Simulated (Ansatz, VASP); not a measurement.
Two plane-wave programs on Zn

Contents of INCAR:

```
ALGO = Normal
EDIFF = 1E-8
ENCUT = 520
GGA = PS
ISIF = 2
ISMEAR = -1
LASPH = True
LCHARG = False
LEFG = True
LREAL = False
LWAVE = False
NBANDS = 19
NELM = 80
PREC = Accurate
SIGMA = 0.03
```

File KPOINTS:

```
k-points
0
Gamma
  16 16 8
```

POSCAR

```
Zn
1.0
    2.6647980532      0.0000000000      0.0000000000
   -1.3323990266      2.3077828100      0.0000000000
    0.0000000000      0.0000000000      4.9467000000
Zn
2
Direct
    0.3333333333      0.6666666667      0.2500000000
    0.6666666667      0.3333333333      0.7500000000
```

Input for Ansatz:

```yaml
crystal:
  lattice:
    - [2.6647980532, 0.0, 0.0]
    - [-1.3323990266, 2.30778281, 0.0]
    - [0.0, 0.0, 4.9467]
  atoms:
    - { symbol: Zn, position: [0.3333333333, 0.6666666667, 0.25] }
    - { symbol: Zn, position: [0.6666666667, 0.3333333333, 0.75] }
kpoints:
  mp_grid: { grid: [16, 16, 8] }
  band_path:
    path:
      - [0.0, 0.0, 0.0]
      - [0.5, 0.0, 0.0]
      - [0.3333333333, 0.3333333333, 0.0]
      - [0.0, 0.0, 0.0]
      - [0.0, 0.0, 0.5]
      - [0.5, 0.0, 0.5]
      - [0.3333333333, 0.3333333333, 0.5]
      - [0.0, 0.0, 0.5]
      - [0.5, 0.0, 0.5]
    npoints: 14
scf:
  occupations: { method: fermi_dirac, width: 0.03 }
hamiltonian:
  xc: pbesol
  pseudopotentials: { kind: paw }
output:
  forces: true
  stress: true
  eigenvalues: true
  efg: { contact_densities: true }
  populations: true
  bader: true
  dos: { projected: true, de: 0.2, e_range: [-14, 8] }
  write_density: true
  write_potential: true
  elf: true
  volumetric_format: npy
```

Alike in both runs: task electric field gradients; functional PBEsol; k mesh 16 × 16 × 8; occupations fermi-dirac, width 0.03 eV; no spin polarisation.

```csv
,VASP,Ansatz
version,VASP 6.6.1,Ansatz 0.2.0
potentials or method,"VASP PAW PBE potentials, release 64 (Zn)","PAW with Ansatz's default frozen-core files, scalar-relativistic"
plane-wave cutoff (eV),520,420
valence electrons in the cell,24,24
```

|  | VASP | Ansatz | Ansatz less VASP |
| --- | --- | --- | --- |
| pressure (GPa) | -5.2 | -5.5 | -0.35 |
| traceless stress, the component that is largest in VASP (GPa) | 0.27 | 0.39 | +0.128 |
| size of Vzz on the site where it differs most (V/Å²) | 37.7 | 37.4 | -0.29 |

VASP's potentials were made for PBE, not for PBEsol.
